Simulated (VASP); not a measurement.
# Ti3N4F in VASP: single point with PBE

Aim: the single point of Ti3N4F with PBE.

All numbers are computed with VASP 6.6.1; they aren't measurements. Logs are shortened: lines on timing, memory, paths and dates and some standing lists are left out, and cuts for length are marked.

## 1. The cell of the first run

The cell holds a slab with vacuum, 8 atoms: a = 3.003 Å, b = 3.003 Å, c = 24.123 Å, α = 90.00°, β = 90.00°, γ = 120.00°.

## 2. Single point, PBE, collinear spin

Input file INCAR:

```
SYSTEM = Ti3N4F
ALGO = Normal
DIPOL = 0.5 0.5 0.346
EDIFF = 1E-6
ENCUT = 520
GGA = PE
IDIPOL = 3
ISIF = 2
ISMEAR = 0
ISPIN = 2
LASPH = .TRUE.
LCHARG = .TRUE.
LDIPOL = .TRUE.
LELF = .TRUE.
LMAXMIX = 4
LORBIT = 11
LREAL = .FALSE.
LUSENCCL = .FALSE.
LVACPOTAV = .TRUE.
LVHAR = .TRUE.
LWAVE = .FALSE.
MAGMOM = 0 0 0 0 0 0 0 1
NBANDS = 46
NELM = 150
PREC = Accurate
SIGMA = 0.1
```

Input file KPOINTS:

```
k-points
0
G
  9 9 1
  0 0 0
```

Input file POSCAR:

```
Ti3N4F
1.0
    3.0028555067      0.0000000000      0.0000000000
   -1.5014277534      2.6005491527      0.0000000000
    0.0000000000      0.0000000000     24.1233847574
N Ti F
4 3 1
Direct
    0.3333333333      0.6666666667      0.1658142106
    0.0000000000      0.0000000000      0.2674509120
    0.6666666667      0.3333333333      0.3654787997
    0.3333333333      0.6666666667      0.4611038156
    0.6666666667      0.3333333333      0.2166325613
    0.3333333333      0.6666666667      0.3190139883
    0.0000000000      0.0000000000      0.4290633806
    1.1111111111     -0.1111111111      0.5419382433
```

Potentials or basis: VASP PAW PBE potentials, release 64 (N, Ti_sv, F).

Run with:

```
$ cat potpaw_PBE.64/N/POTCAR potpaw_PBE.64/Ti_sv/POTCAR potpaw_PBE.64/F/POTCAR > POTCAR
$ mpirun -np 1 vasp_std > vasp.out
```

OUTCAR:

```text
SYSTEM = Ti3N4F
   EDIFF = 1E-6
   ENCUT = 520
   GGA = PE
   ISIF = 2
   ISMEAR = 0
   ISPIN = 2
   LASPH = .TRUE.
   LORBIT = 11
   LREAL = .FALSE.
   NELM = 150
   PREC = Accurate

 ion  position               nearest neighbor table
   1  0.333  0.667  0.166-   5 2.12   5 2.12   5 2.12
   2  0.000  0.000  0.267-   5 2.12   5 2.12   5 2.12   6 2.13   6 2.13   6 2.13
   3  0.667  0.333  0.365-   6 2.06   6 2.06   6 2.06   7 2.31   7 2.31   7 2.31
   4  0.333  0.667  0.461-   7 1.90   7 1.90   7 1.90
   5  0.667  0.333  0.217-   1 2.12   1 2.12   2 2.12   2 2.12   2 2.12   1 2.12
   6  0.333  0.667  0.319-   3 2.06   3 2.06   3 2.06   2 2.13   2 2.13   2 2.13
   7  0.000  0.000  0.429-   4 1.90   4 1.90   4 1.90   3 2.31   3 2.31   3 2.31
   8  0.111  0.889  0.542-

  LATTYP: Found a hexagonal cell.
 ALAT       =     3.0028555067
 C/A-ratio  =     8.0334816989

  Lattice vectors:

 A1 = (   3.0028555067,   0.0000000000,   0.0000000000)
 A2 = (  -1.5014277534,   2.6005491527,   0.0000000000)
 A3 = (   0.0000000000,   0.0000000000,  24.1233847574)

Analysis of symmetry for initial positions (statically):
=====================================================================
 Subroutine PRICEL returns:
 Original cell was already a primitive cell.

 Routine SETGRP: Setting up the symmetry group for a
 hexagonal supercell.

 Subroutine GETGRP returns: Found  2 space group operations
 (whereof  2 operations were pure point group operations)
 out of a pool of 24 trial point group operations.

The static configuration has the point symmetry C_1h.

Analysis of symmetry for dynamics (positions and initial velocities):
=====================================================================
 Subroutine PRICEL returns:
 Original cell was already a primitive cell.

 Routine SETGRP: Setting up the symmetry group for a
 hexagonal supercell.

 Subroutine GETGRP returns: Found  2 space group operations
 (whereof  2 operations were pure point group operations)
 out of a pool of 24 trial point group operations.

The dynamic configuration has the point symmetry C_1h.

Analysis of structural, dynamic, and magnetic symmetry:
=====================================================================
 Subroutine PRICEL returns:
 Original cell was already a primitive cell.

 Routine SETGRP: Setting up the symmetry group for a
 hexagonal supercell.

 Subroutine GETGRP returns: Found  2 space group operations
 (whereof  2 operations were pure point group operations)
 out of a pool of 24 trial point group operations.

The overall configuration has the point symmetry C_1h.

 Subroutine INISYM returns: Found  2 space group operations
 (whereof  2 operations are pure point group operations),
 and found     1 'primitive' translations

----------------------------------------------------------------------------------------

                                     Primitive cell

  volume of cell :     188.3813

  direct lattice vectors                    reciprocal lattice vectors
     3.002855507  0.000000000  0.000000000     0.333016357  0.192267083 -0.000000000
    -1.501427753  2.600549153  0.000000000     0.000000000  0.384534166  0.000000000
     0.000000000  0.000000000 24.123384757     0.000000000 -0.000000000  0.041453553

  length of vectors
     3.002855507  3.002855507 24.123384757     0.384534166  0.384534166  0.041453553

  position of ions in fractional coordinates (direct lattice)
     0.333333333  0.666666667  0.165814211
     0.000000000  0.000000000  0.267450912
     0.666666667  0.333333333  0.365478800
     0.333333333  0.666666667  0.461103816
     0.666666667  0.333333333  0.216632561
     0.333333333  0.666666667  0.319013988
     0.000000000  0.000000000  0.429063381
     0.111111111  0.888888889  0.541938243

  ion indices of the primitive-cell ions
   primitive index   ion index
                 1           1
                 2           2
                 3           3
                 4           4
                 5           5
                 6           6
                 7           7
[... 59 lines left out ...]
   ions per type =               4   3   1
   NGX,Y,Z   is equivalent  to a cutoff of  13.29, 13.29, 12.40 a.u.
   NGXF,Y,Z  is equivalent  to a cutoff of  26.57, 26.57, 24.81 a.u.
 SYSTEM =  Ti3N4F
   PREC   = accura    normal or accurate (medium, high low for compatibility)
   ISTART =      0    job   : 0-new  1-cont  2-samecut
   ICHARG =      2    charge: 1-file 2-atom 10-const
   ISPIN  =      2    spin polarized calculation?
   LNONCOLLINEAR =      F non collinear calculations
   LSORBIT =      F    spin-orbit coupling
   LASPH  =      T    aspherical Exc in radial PAW
   ENCUT  =  520.0 eV  38.22 Ry    6.18 a.u.   5.58  5.58 44.85*2*pi/ulx,y,z
   NELM   =    150;   NELMIN=  2; NELMDL= -5     # of ELM steps
   EDIFF  = 0.1E-05   stopping-criterion for ELM
   LREAL  =      F    real-space projection
   EDIFFG = 0.1E-04   stopping-criterion for IOM
   NSW    =      0    number of steps for IOM
   IBRION =     -1    ionic relax: 0-MD 1-quasi-New 2-CG
   NFREE  =      0    steps in history (QN), initial steepest desc. (CG)
   ISIF   =      2    stress and relaxation
   ISYM   =      2    0-nonsym 1-usesym 2-fastsym
   POTIM  = 0.5000    time-step for ionic-motion
   TEBEG  =    0.0;   TEEND  =   0.0 temperature during run
   PSTRESS=    0.0 pullay stress
   NELECT =      63.0000    total number of electrons
   NUPDOWN=      -1.0000    fix difference up-down
   EMIN   =  10.00;   EMAX   =-10.00  energy-range for DOS
   EFERMI =   0.00;   METHOD = LEGACY
   ISMEAR =     0;   SIGMA  =   0.10  broadening in eV -4-tet -1-fermi 0-gaus
   EFERMI_NEDOS =   21; number of points for ismear=-14 and -15
   IALGO  =     38    algorithm
   IMIX   =      4    mixing-type and parameters
     AMIX     =   0.40;   BMIX     =  1.00
     AMIX_MAG =   1.60;   BMIX_MAG =  1.00
  volume/ion in A,a.u.               =      23.55       158.91
  Fermi-wavevector in a.u.,A,eV,Ry     =   1.136342  2.147375 17.568841  1.291273
  Thomas-Fermi vector in A             =   2.273047
   LORBIT       =     11    0 simple, 1 ext, 2 COOP (PROOUT), +10 PAW based schemes
   GGA     = PE    functional components
   LHFCALC =     F    Hartree Fock is set to
   AEXX    =    0.0000 exact exchange contribution
   IVDW    =     0    specifies the selected vdW correction
   LEPSILON=     F    determine dielectric tensor
   LRPA    =     F    only Hartree local field effects (RPA)
 spin polarized calculation
 Gauss-broadening in eV      SIGMA  =   0.10
  energy-cutoff  :      520.00
  volume of cell :      188.38
 maximum number of plane-waves:      5137
   NGX = 11   NGY = 11   NGZ = 89

 dipolmoment           0.000000      0.000000     -0.000818 electrons x Angstroem

 number of electron      63.0000004 magnetization       0.9083405

 dipolmoment           0.000000      0.000000      0.085064 electrons x Angstroem

 Free energy of the ion-electron system (eV)
  ---------------------------------------------------
  ext. energy  EPLUGINS =         0.00000000
  ---------------------------------------------------
  free energy    TOTEN  =       -65.58689801 eV

  energy without entropy =      -65.57400094  energy(sigma->0) =      -65.58044948

 E-fermi :  -2.2393     XC(G=0):  -5.7161

 val. band max:       -2.2429773170   @ k =   0.1111   0.0000   0.0000
 cond. band min:      -2.2212896642   @ k =   0.4444   0.0000   0.0000
 fundamental gap:      0.0216876529
 Fermi energy:        -2.2393468423

 spin component 1

 k-point     1 :       0.0000    0.0000    0.0000
  band No.  band energies     occupation
      1     -60.1618      1.00000
      2     -59.1052      1.00000
      3     -58.8849      1.00000
      4     -36.5041      1.00000
      5     -36.1993      1.00000
      6     -36.1949      1.00000
[... 1093 lines left out ...]
     42       1.7319      0.00000
     43       2.0156      0.00000

 [... further k-points ...]

 spin component 2

 k-point     1 :       0.0000    0.0000    0.0000
  band No.  band energies     occupation
      1     -60.1837      1.00000
      2     -59.0744      1.00000
      3     -58.8756      1.00000
      4     -36.5320      1.00000
      5     -36.2163      1.00000
      6     -36.2155      1.00000
[... 1093 lines left out ...]
     42       1.7465      0.00000
     43       2.0594      0.00000

 [... further k-points ...]

 [bands above 43 left out]

------------------------ aborting loop because EDIFF is reached ----------------------------------------

  FORCE on cell =-STRESS in cart. coord.  units (eV):
  Direction    XX          YY          ZZ          XY          YZ          ZX
  --------------------------------------------------------------------------------------
  -------------------------------------------------------------------------------------
  Total        2.0024049      2.0771878     -5.8133474      0.0647639     -0.1720286      0.2978690
  in kB       17.0303956     17.6664217    -49.4423512      0.5508148     -1.4630980      2.5333672
  external PRESSURE =      -4.9151779 kB  Pullay stress =       0.0000000 kB

 VOLUME and BASIS-vectors are now :
 -----------------------------------------------------------------------------
  energy-cutoff  :      520.00
  volume of cell :      188.38
      direct lattice vectors                 reciprocal lattice vectors
     3.002855507  0.000000000  0.000000000     0.333016357  0.192267083 -0.000000000
    -1.501427753  2.600549153  0.000000000     0.000000000  0.384534166  0.000000000
     0.000000000  0.000000000 24.123384757     0.000000000 -0.000000000  0.041453553

 POSITION                                       TOTAL-FORCE (eV/Angst)
 -----------------------------------------------------------------------------------
     -0.00000      1.73370      4.00000         0.005132     -0.002963      4.366951
      0.00000      0.00000      6.45182         0.008930     -0.005156      1.216454
      1.50143      0.86685      8.81659        -0.018662      0.010775     -0.015307
     -0.00000      1.73370     11.12338        -0.123052      0.071044     -0.095903
      1.50143      0.86685      5.22591        -0.000090      0.000052     -5.727454
     -0.00000      1.73370      7.69570        -0.015343      0.008858      0.207335
      0.00000      0.00000     10.35046        -0.001287      0.000743      0.772992
     -1.00095      2.31160     13.07338         0.144373     -0.083354     -0.725068
 -----------------------------------------------------------------------------------
    total drift:                               -0.000052      0.000030     -0.000131

  FREE ENERGIE OF THE ION-ELECTRON SYSTEM (eV)
  ---------------------------------------------------
  free  energy   TOTEN  =       -65.5868980117 eV

  energy  without entropy=      -65.5740009392  energy(sigma->0) =      -65.58044948

 vacuum level on the upper side and lower side of the slab         7.752         5.783

 total charge

# of ion       s       p       d       tot
------------------------------------------
    1        1.311   2.200   0.000   3.510
    2        1.253   2.498   0.000   3.750
    3        1.252   2.476   0.000   3.728
    4        1.307   2.413   0.000   3.720
    5        2.193   6.225   1.893  10.312
    6        2.199   6.255   1.897  10.350
    7        2.228   6.258   1.981  10.467
    8        1.760   4.058   0.000   5.818
--------------------------------------------------
tot         13.502  32.383   5.770  51.655

 magnetization (x)

# of ion       s       p       d       tot
------------------------------------------
    1       -0.001  -0.025   0.000  -0.026
    2       -0.000  -0.001   0.000  -0.002
    3        0.001   0.012   0.000   0.013
    4        0.015   0.103   0.000   0.118
    5       -0.000  -0.000   0.010   0.009
    6       -0.000   0.000  -0.022  -0.022
    7        0.002   0.003   0.032   0.037
    8        0.003   0.670   0.000   0.674
--------------------------------------------------
tot          0.020   0.761   0.020   0.801
```

Wall time 8.2 min (1 × NVIDIA H100 80GB with 1 thread of Intel Xeon Platinum 8481C at 2.70GHz (Sapphire Rapids), shared host); peak memory 1.5 GiB.

Results:

- Free energy: -65.5869 eV
- Largest force: 5.727 eV/Å
- Net moment: 0.91 μB per cell
- Site moments: N -0.03, -0.00, +0.01, +0.12; Ti +0.01, -0.02, +0.04; F +0.67 μB
- Valence electrons inside the program's atomic spheres: N 3.51, 3.75, 3.73, 3.72; Ti 10.31, 10.35, 10.47; F 5.82

Forces on the atoms (eV/Å):
```
N    0.005 -0.003  4.367
N    0.009 -0.005  1.216
N   -0.019  0.011 -0.015
N   -0.123  0.071 -0.096
Ti   0.000  0.000 -5.727
Ti  -0.015  0.009  0.207
Ti  -0.001  0.001  0.773
F    0.144 -0.083 -0.725
```

Levels at points of the mesh, in eV from the Fermi level:
Spin up:
```tsv
k point	band 30	band 31	band 32	band 33	band 34	band 35
(0.00, 0.00, 0.00)	-0.62	0.09	0.09	0.38	0.39	1.17
```
Spin down:
```tsv
k point	band 28	band 29	band 30	band 31	band 32	band 33	band 34	band 35
(0.00, 0.00, 0.00)	-0.17	0.05	0.07	0.09	0.35	0.36	0.45	1.17
```
